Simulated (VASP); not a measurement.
Wanted: the native input for a VASP 6.6.1 run.

```yaml
Task: single point
Functional: PBEsol
Dispersion: D3(BJ)
Potentials_or_basis: VASP PAW PBE potentials, release 64 (C)
Cutoff: 520 eV
k_mesh: 18 × 18 × 18
Occupations: gaussian, width 0.03 eV
Spin: no spin polarisation
Dipole_correction: no
Further_INCAR_settings: ALGO = Normal; EDIFF = 1e-06; NBANDS = 11
```

The structure of C lies in POSCAR:

```
C
1.0
    0.0000000000      2.0907807504      2.8929168884
    1.2079117839      0.0000000000      2.8929168884
    1.2079117839      2.0907807504      0.0000000000
C
2
Direct
    0.1667066167      0.8332933833      0.1667066167
    0.8332933833      0.1667066167      0.8332933833
```

The input as run:

INCAR

```
PREC = Accurate
ENCUT = 520
EDIFF = 1E-6
ISMEAR = 0
SIGMA = 0.03
LREAL = False
LASPH = True
NELM = 80
ALGO = Normal
ISIF = 2
LWAVE = False
LCHARG = False
GGA = PS
IVDW = 12
NBANDS = 11
```

KPOINTS

```
Automatic mesh
0
Gamma
  18 18 18
```

Potentials or basis: VASP PAW PBE potentials, release 64 (C).

Run with:

```sh
$ cat potpaw_PBE.64/C/POTCAR > POTCAR
$ mpirun -np 1 vasp_std > vasp.out
```

It gave:

| Quantity | Value |
| --- | --- |
| Pressure | 24.1 GPa |
| Largest force | 0.019 eV/Å |
| Band gap on the k mesh | zero (bands 4 and 5 overlap by 0.25 eV) |
| Dispersion energy per atom | -0.125 eV |

Caveat: the stress differs along the axes, from 12 to 31 GPa; the PAW data sets were made with another functional, which shifts forces and pressure a little.

Wall time 65 s on 1 thread of AMD EPYC 9R45 96-Core Processor (Zen 5), on a shared host, peak memory 0.2 GiB.
